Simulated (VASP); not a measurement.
# Al in VASP: further runs, part 2 of 2

VASP 6.6.1. The steps go on from the part before.

## (5) Single point, PBE

This run uses another cell than the first one: it holds 6 atoms, not 16.

Contents of INCAR:

```
PREC = Accurate ; ENCUT = 520
EDIFF = 1E-7 ; ISMEAR = 0
SIGMA = 0.05 ; LREAL = False
LASPH = True ; NELM = 80
ALGO = Normal ; ISIF = 2
LWAVE = False ; LCHARG = True
GGA = PE ; LELF = True
LVHAR = True ; NBANDS = 18
```

Contents of KPOINTS:

```
regular mesh
0
Gamma
  1 1 8
```

Contents of POSCAR:

```
Al
1.0
   11.5000000000      0.0000000000      0.0000000000
    0.0000000000     12.2000000000      0.0000000000
    0.0000000000      0.0000000000      7.0000085784
Al
6
Direct
    0.4641322208      0.5000000000      0.6666666667
    0.6076033377      0.5000000000      0.3333333333
    0.5358677792      0.3828794453      1.0000000000
    0.3923966623      0.6171205547      0.3333333333
    0.5358677792      0.6171205547      1.0000000000
    0.3923966623      0.3828794453      0.3333333333
```

Potentials or basis: VASP PAW PBE potentials, release 64 (Al).

Launch:

```console
cat potpaw_PBE.64/Al/POTCAR > POTCAR
mpirun -np 1 vasp_std > vasp.out
```

OUTCAR:

```text
PREC = Accurate
   ENCUT = 520
   EDIFF = 1E-7
   ISMEAR = 0
   LREAL = False
   LASPH = True
   NELM = 80
   ISIF = 2
   GGA = PE

 ion  position               nearest neighbor table
   1  0.464  0.500  0.667-   3 2.86   5 2.86   2 2.86   4 2.86   6 2.86
   2  0.608  0.500  0.333-   3 2.86   5 2.86   4 2.86   6 2.86   1 2.86
   3  0.536  0.383  0.000-   5 2.86   1 2.86   6 2.86   2 2.86
   4  0.392  0.617  0.333-   6 2.86   5 2.86   2 2.86   1 2.86
   5  0.536  0.617  0.000-   3 2.86   1 2.86   4 2.86   2 2.86
   6  0.392  0.383  0.333-   4 2.86   3 2.86   2 2.86   1 2.86

  LATTYP: Found a simple orthorhombic cell.
 ALAT       =     7.0000085784
 B/A-ratio  =     1.6428551296
 C/A-ratio  =     1.7428550070

  Lattice vectors:

 A1 = (   0.0000000000,   0.0000000000,   7.0000085784)
 A2 = (  11.5000000000,   0.0000000000,   0.0000000000)
 A3 = (   0.0000000000,  12.2000000000,   0.0000000000)

Analysis of symmetry for initial positions (statically):
=====================================================================
 Subroutine PRICEL returns:
 Original cell was already a primitive cell.

 Routine SETGRP: Setting up the symmetry group for a
 simple orthorhombic supercell.

 Subroutine GETGRP returns: Found  2 space group operations
 (whereof  2 operations were pure point group operations)
 out of a pool of  8 trial point group operations.

The static configuration has the point symmetry C_1h.

Analysis of symmetry for dynamics (positions and initial velocities):
=====================================================================
 Subroutine PRICEL returns:
 Original cell was already a primitive cell.

 Routine SETGRP: Setting up the symmetry group for a
 simple orthorhombic supercell.

 Subroutine GETGRP returns: Found  2 space group operations
 (whereof  2 operations were pure point group operations)
 out of a pool of  8 trial point group operations.

The dynamic configuration has the point symmetry C_1h.

 Subroutine INISYM returns: Found  2 space group operations
 (whereof  2 operations are pure point group operations),
 and found     1 'primitive' translations

----------------------------------------------------------------------------------------

                                     Primitive cell

  volume of cell :     982.1012

  direct lattice vectors                    reciprocal lattice vectors
    11.500000000  0.000000000  0.000000000     0.086956522  0.000000000  0.000000000
     0.000000000 12.200000000  0.000000000     0.000000000  0.081967213  0.000000000
     0.000000000  0.000000000  7.000008578     0.000000000  0.000000000  0.142856968

  length of vectors
    11.500000000 12.200000000  7.000008578     0.086956522  0.081967213  0.142856968

  position of ions in fractional coordinates (direct lattice)
     0.464132221  0.500000000  0.666666667
     0.607603338  0.500000000  0.333333333
     0.535867779  0.382879445  0.000000000
     0.392396662  0.617120555  0.333333333
     0.535867779  0.617120555  0.000000000
     0.392396662  0.382879445  0.333333333

  ion indices of the primitive-cell ions
   primitive index   ion index
                 1           1
                 2           2
                 3           3
                 4           4
[... 28 lines left out ...]

 Following reciprocal coordinates:
            Coordinates               Weight
  0.000000  0.000000  0.000000      1.000000
  0.000000  0.000000  0.125000      2.000000
  0.000000  0.000000  0.250000      2.000000
  0.000000  0.000000  0.375000      2.000000
  0.000000  0.000000  0.500000      1.000000
   k-points           NKPTS =      5   k-points in BZ     NKDIM =      5   number of bands    NBANDS=     18
   number of dos      NEDOS =    301   number of ions     NIONS =      6
   total plane-waves  NPLWV = 466560
   dimension x,y,z NGX =    90 NGY =   96 NGZ =   54
   dimension x,y,z NGXF=   180 NGYF=  192 NGZF=  108
   ions per type =               6
   NGX,Y,Z   is equivalent  to a cutoff of  13.01, 13.08, 12.82 a.u.
   NGXF,Y,Z  is equivalent  to a cutoff of  26.02, 26.16, 25.65 a.u.
 SYSTEM =  unknown system
   PREC   = accura    normal or accurate (medium, high low for compatibility)
   ISTART =      0    job   : 0-new  1-cont  2-samecut
   ICHARG =      2    charge: 1-file 2-atom 10-const
   ISPIN  =      1    spin polarized calculation?
   LNONCOLLINEAR =      F non collinear calculations
   LSORBIT =      F    spin-orbit coupling
   LASPH  =      T    aspherical Exc in radial PAW
   ENCUT  =  520.0 eV  38.22 Ry    6.18 a.u.  21.38 22.68 13.02*2*pi/ulx,y,z
   NELM   =     80;   NELMIN=  2; NELMDL= -5     # of ELM steps
   EDIFF  = 0.1E-06   stopping-criterion for ELM
   LREAL  =      F    real-space projection
   EDIFFG = 0.1E-05   stopping-criterion for IOM
   NSW    =      0    number of steps for IOM
   IBRION =     -1    ionic relax: 0-MD 1-quasi-New 2-CG
   NFREE  =      0    steps in history (QN), initial steepest desc. (CG)
   ISIF   =      2    stress and relaxation
   ISYM   =      2    0-nonsym 1-usesym 2-fastsym
   POTIM  = 0.5000    time-step for ionic-motion
   TEBEG  =    0.0;   TEEND  =   0.0 temperature during run
   PSTRESS=    0.0 pullay stress
   NELECT =      18.0000    total number of electrons
   NUPDOWN=      -1.0000    fix difference up-down
   EMIN   =  10.00;   EMAX   =-10.00  energy-range for DOS
   EFERMI =   0.00;   METHOD = LEGACY
   ISMEAR =     0;   SIGMA  =   0.05  broadening in eV -4-tet -1-fermi 0-gaus
   EFERMI_NEDOS =   21; number of points for ismear=-14 and -15
   IALGO  =     38    algorithm
   IMIX   =      4    mixing-type and parameters
     AMIX     =   0.40;   BMIX     =  1.00
     AMIX_MAG =   1.60;   BMIX_MAG =  1.00
  volume/ion in A,a.u.               =     163.68      1104.59
  Fermi-wavevector in a.u.,A,eV,Ry     =   0.431632  0.815666  2.534849  0.186306
  Thomas-Fermi vector in A             =   1.400911
   LORBIT       =      0    0 simple, 1 ext, 2 COOP (PROOUT), +10 PAW based schemes
   GGA     = PE    functional components
   LHFCALC =     F    Hartree Fock is set to
   AEXX    =    0.0000 exact exchange contribution
   IVDW    =     0    specifies the selected vdW correction
   LEPSILON=     F    determine dielectric tensor
   LRPA    =     F    only Hartree local field effects (RPA)
 non-spin polarized calculation
 Gauss-broadening in eV      SIGMA  =   0.05
  energy-cutoff  :      520.00
  volume of cell :      982.10
 maximum number of plane-waves:     26502
 NGX is ok and might be reduce to    90

 number of electron      18.0000000 magnetization

 Free energy of the ion-electron system (eV)
  ---------------------------------------------------
  ext. energy  EPLUGINS =         0.00000000
  ---------------------------------------------------
  free energy    TOTEN  =       -14.52551405 eV

  energy without entropy =      -14.50779738  energy(sigma->0) =      -14.51665572

 E-fermi :  -3.0917     XC(G=0):  -2.5050

 val. band max:       -3.1056530857   @ k =   0.0000   0.0000   0.3750
 cond. band min:      -3.0861225564   @ k =   0.0000   0.0000   0.5000
 fundamental gap:      0.0195305293
 Fermi energy:        -3.0917021278

 k-point     1 :       0.0000    0.0000    0.0000
  band No.  band energies     occupation
      1     -10.3888      2.00000
      2      -7.6962      2.00000
      3      -7.2184      2.00000
      4      -6.9591      2.00000
      5      -6.2527      2.00000
      6      -4.7354      2.00000
[... 82 lines left out ...]
      5      -5.4302      2.00000
      6      -4.3891      2.00000
[... 10 lines left out ...]
     17       0.5062      0.00000
     18       0.5939      0.00000

------------------------ aborting loop because EDIFF is reached ----------------------------------------

  FORCE on cell =-STRESS in cart. coord.  units (eV):
  Direction    XX          YY          ZZ          XY          YZ          ZX
  --------------------------------------------------------------------------------------
  -------------------------------------------------------------------------------------
  Total       -2.2347889     -1.9197454     -9.9702974      0.0000000      0.0000000     -0.8222484
  in kB       -3.6457832     -3.1318285    -16.2653140      0.0000000      0.0000000     -1.3413972
  external PRESSURE =      -7.6809753 kB  Pullay stress =       0.0000000 kB

 VOLUME and BASIS-vectors are now :
 -----------------------------------------------------------------------------
  energy-cutoff  :      520.00
  volume of cell :      982.10
      direct lattice vectors                 reciprocal lattice vectors
    11.500000000  0.000000000  0.000000000     0.086956522  0.000000000  0.000000000
     0.000000000 12.200000000  0.000000000     0.000000000  0.081967213  0.000000000
     0.000000000  0.000000000  7.000008578     0.000000000  0.000000000  0.142856968

 POSITION                                       TOTAL-FORCE (eV/Angst)
 -----------------------------------------------------------------------------------
      5.33752      6.10000      4.66667         0.120675      0.000000      0.040391
      6.98744      6.10000      2.33334        -0.684353      0.000000     -0.986164
      6.16248      4.67113      0.00000        -0.186773      0.552942      0.482302
      4.51256      7.52887      2.33334         0.468612     -0.095835     -0.009415
      6.16248      7.52887      0.00000        -0.186773     -0.552942      0.482302
      4.51256      4.67113      2.33334         0.468612      0.095835     -0.009415
 -----------------------------------------------------------------------------------
    total drift:                                0.000017     -0.000000      0.000015

  FREE ENERGIE OF THE ION-ELECTRON SYSTEM (eV)
  ---------------------------------------------------
  free  energy   TOTEN  =       -14.5255140543 eV

  energy  without entropy=      -14.5077973828  energy(sigma->0) =      -14.51665572
```

Run time: 6.4 min. Hardware: 1 thread of Intel Xeon 8259CL, shared host; peak memory 0.85 GiB.

Results:

| Quantity | Value |
| --- | --- |
| Free energy | -14.5255 eV |
| Largest force | 1.200 eV/Å |

Forces on the atoms (eV/Å):
```
Al   0.121  0.000  0.040
Al  -0.684  0.000 -0.986
Al  -0.187  0.553  0.482
Al   0.469 -0.096 -0.009
Al  -0.187 -0.553  0.482
Al   0.469  0.096 -0.009
```

Levels at points of the mesh, in eV from the Fermi level:
| k point | band 7 | band 8 | band 9 | band 10 | band 11 | band 12 |
| --- | --- | --- | --- | --- | --- | --- |
| (0.00, 0.00, 0.00) | -0.40 | -0.12 | -0.09 | 0.38 | 0.39 | 0.86 |
| (0.00, 0.00, 0.50) | -1.00 | -0.25 | -0.08 | 0.01 | 0.90 | 1.16 |

## (6) The runs side by side

| cell | largest force (eV/Å) |
| --- | --- |
| a = 14.800, b = 15.000, c = 6.897 Å, 16 atoms, atomic positions A | 0.01 |
| a = 14.800, b = 15.000, c = 7.000 Å, 16 atoms, atomic positions B | 0.58 |
| a = 11.500, b = 12.200, c = 6.257 Å, 6 atoms, atomic positions C | 0.01 |
| a = 11.500, b = 12.200, c = 7.000 Å, 6 atoms, atomic positions D | 1.20 |

Alike in all rows: task single point; level PBE; potentials or basis VASP PAW PBE potentials, release 64 (Al); no spin polarisation; k mesh 1 × 1 × 8; cutoff (eV) 520; smearing gaussian 0.05 eV.

Total energies depend on the potentials used, so only differences within one code and one set of settings carry meaning.
